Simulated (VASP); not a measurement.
Here is a VASP 6.6.1 calculation.

The input INCAR:

```
SYSTEM = TaSi2
PREC = Accurate
ENCUT = 520
EDIFF = 1E-7
ISMEAR = 0
SIGMA = 0.15
LREAL = .FALSE.
LASPH = .TRUE.
NELM = 100
ALGO = Fast
ISIF = 2
LWAVE = .FALSE.
LCHARG = .FALSE.
GGA = PE
NBANDS = 38
```

File KPOINTS:

```
regular mesh
0
G
  9 9 6
  0 0 0
```

File POSCAR:

```
TaSi2
1.0
    4.8051009126      0.0000000000      0.0000000000
   -2.4025504563      4.1613394580      0.0000000000
    0.0000000000      0.0000000000      6.5988658829
Ta Si
3 6
Direct
    0.5045057608      0.0090115215      0.5000000000
    0.5045057608      0.5090115215      0.8333333333
    0.0045057608      0.5090115215      0.1666666667
    0.1589199925      0.3178399850      0.5000000000
    0.8410800075      0.1589199925      0.8333333333
    0.6821600150      0.8410800075      0.1666666667
    0.8410800075      0.6821600150      0.5000000000
    0.1589199925      0.8410800075      0.8333333333
    0.3178399850      0.1589199925      0.1666666667
```

Potentials or basis: VASP PAW PBE potentials, release 64 (Ta_pv, Si).

Launch:

```console
$ cat potpaw_PBE.64/Ta_pv/POTCAR potpaw_PBE.64/Si/POTCAR > POTCAR
$ mpirun -np 1 vasp_std > vasp.out
```

Problem. Predict the band gap on the k mesh.

Solution. Zero (an odd number of electrons rules out a gap without spin polarisation).

Problem. Predict the largest force.

Solution. 0.461 eV/Å.

Problem. Estimate the pressure.

Solution. 0.2 GPa.

Stress tensor (GPa, compression positive):
```
0.15 0.00 0.04
0.00 0.25 0.00
0.04 0.00 0.21
```

Caveat: the cell differs from its parent crystal (all Ta atoms moved +0.037 Å, as atom 1 along Cartesian [0 1 0]); spin-orbit coupling is left out, which moves the levels of the heavy elements; an odd number of electrons without spin polarisation forces a metal; a magnetic or distorted state may lie lower.
